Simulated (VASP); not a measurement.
Crystal: Ni.

```xyz
1
Lattice="0.0000 1.7584 1.7584 1.7584 0.0000 1.7584 1.7584 1.7584 0.0000" Properties=species:S:1:pos:R:3 pbc="T T T"
Ni    0.0000    0.0000    0.0000
```

Base run:

| Property | Result |
| --- | --- |
| Program | VASP 6.6.1 |
| Functional | LDA |
| Potentials or basis | VASP PAW LDA potentials, release 64 (Ni) |
| Cutoff | 520 eV |
| k mesh | 12 × 12 × 12 |
| Occupations | gaussian, width 0.1 eV |
| Spin | collinear spin, ferromagnetic start |
| Starting moments | [0.48] μB |
| Fixed moment | 0.48 μB |

Its results: pressure -17.3 GPa; site moments Ni +0.49 μB.

The run is repeated on the same cell with these changes: fixed moment from 0.48 μB to 0.24 μB; moments at the start from [0.48] to [0.24]. What comes out?

Pressure -17.7 GPa; site moments Ni +0.24 μB.

Caveats: the cell stands under tension; the total moment is fixed, so each spin has its own Fermi level.
